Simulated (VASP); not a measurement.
# Mo (Pm-3m) in VASP: notebook, part 2 of 2

VASP 6.6.1.

### Step 3. Single point, revPBE (volume scaled by 0.88)

Input file INCAR:

```
SYSTEM = Mo
  PREC = Accurate
  ENCUT = 520
  EDIFF = 1E-7
  ISMEAR = -1
  SIGMA = 0.1
  LREAL = .False.
  LASPH = .True.
  NELM = 100
  ALGO = Normal
  ISIF = 2
  LWAVE = .False.
  LCHARG = .False.
  GGA = RE
  NBANDS = 13
```

Input file KPOINTS:

```
regular mesh
0
Gamma
  14 14 14
  0 0 0
```

Input file POSCAR:

```
Mo
1.0
    2.5046976426      0.0000000000      0.0000000000
    0.0000000000      2.5046976426      0.0000000000
    0.0000000000      0.0000000000      2.5046976426
Mo
1
Direct
    0.0000000000      0.0000000000      0.0000000000
```

Potentials or basis: VASP PAW PBE potentials, release 64 (Mo_sv).

Command:

```console
> cat potpaw_PBE.64/Mo_sv/POTCAR > POTCAR
> mpirun -np 1 vasp_std > vasp.out
```

OUTCAR:

```text
SYSTEM = Mo
   PREC = Accurate
   ENCUT = 520
   EDIFF = 1E-7
   ISMEAR = -1
   LREAL = .False.
   LASPH = .True.
   NELM = 100
   ISIF = 2
   GGA = RE

 ion  position               nearest neighbor table
   1  0.000  0.000  0.000-

  LATTYP: Found a simple cubic cell.
 ALAT       =     2.5046976426

  Lattice vectors:

 A1 = (   2.5046976426,   0.0000000000,   0.0000000000)
 A2 = (   0.0000000000,   2.5046976426,   0.0000000000)
 A3 = (   0.0000000000,   0.0000000000,   2.5046976426)

[... 553 lines left out ...]
      5       8.5310      2.00000
      6       9.2599      2.00000
      7      11.4914      1.99988
      8      13.9231      0.00000
      9      14.8060      0.00000
     10      15.6369      0.00000
     11      23.4099      0.00000
     12      28.6739      0.00000
     13      30.3165      0.00000

 [... further k-points ...]
[... 5 lines left out ...]
  --------------------------------------------------------------------------------------
  -------------------------------------------------------------------------------------
  Total        2.9280973      2.9280973      2.9280973      0.0000000     -0.0000000      0.0000000
  in kB      298.5590009    298.5590009    298.5590009      0.0000000     -0.0000000      0.0000000
  external PRESSURE =     298.5590009 kB  Pullay stress =       0.0000000 kB

 VOLUME and BASIS-vectors are now :
 -----------------------------------------------------------------------------
  energy-cutoff  :      520.00
  volume of cell :       15.71
      direct lattice vectors                 reciprocal lattice vectors
     2.504697643  0.000000000  0.000000000     0.399249787  0.000000000  0.000000000
     0.000000000  2.504697643  0.000000000     0.000000000  0.399249787  0.000000000
     0.000000000  0.000000000  2.504697643     0.000000000  0.000000000  0.399249787

 POSITION                                       TOTAL-FORCE (eV/Angst)
 -----------------------------------------------------------------------------------
      0.00000      0.00000      0.00000         0.000000      0.000000      0.000000
 -----------------------------------------------------------------------------------
    total drift:                                0.000000      0.000000      0.000000

  FREE ENERGIE OF THE ION-ELECTRON SYSTEM (eV)
  ---------------------------------------------------
  free  energy   TOTEN  =        -9.1840083797 eV

  energy  without entropy=       -9.1514258745  energy(sigma->0) =       -9.16771713
```

stdout:

```text
POSCAR found type information on POSCAR Mo
 POSCAR found :  1 types and       1 ions
 scaLAPACK will be used
 -----------------------------------------------------------------------------
|                                                                             |
|                                                                             |
|     You enforced a specific xc type in the INCAR file but a different       |
|     I HOPE YOU KNOW WHAT YOU ARE DOING!                                     |
|                                                                             |
 -----------------------------------------------------------------------------

 LDA part: xc-table for (Slater+PW92), standard interpolation
 POSCAR, INCAR and KPOINTS ok, starting setup
 FFT: planning ... GRIDC
 FFT: planning ... GRID_SOFT
 FFT: planning ... GRID
 WAVECAR not read
 entering main loop
```

It took 15 s on 1 thread of Intel Xeon Platinum 8259CL at 2.50GHz (Skylake/Cascade Lake), shared host; peak memory 0.14 GiB.

What came out:

```yaml
Free_energy: -9.1840 eV
Pressure: 29.9 GPa
Band_gap_on_the_k_mesh: zero (band 7 reaches 14.15 eV, above the bottom of band 8 at 11.59 eV)
```

Levels at points of the mesh, in eV from the Fermi level:
```csv
k point,band 3,band 4,band 5,band 6,band 7,band 8,band 9,band 10,band 11,band 12
"(0.00, 0.00, 0.00)",-34.20,-34.20,-6.84,-4.82,-4.82,4.44,4.44,4.44,16.46,16.46
"(0.50, 0.00, 0.00)",-34.01,-34.01,-3.79,-3.68,0.17,0.64,0.64,4.83,10.50,14.43
"(0.50, 0.50, 0.00)",-35.92,-33.83,-6.23,-2.48,1.42,1.42,6.44,6.44,7.04,15.23
"(0.50, 0.50, 0.50)",-35.65,-35.65,-4.41,-4.41,-4.41,7.31,7.31,7.42,14.47,14.47
```

Caveat: the PAW data sets were made with another functional, which shifts forces and pressure a little.
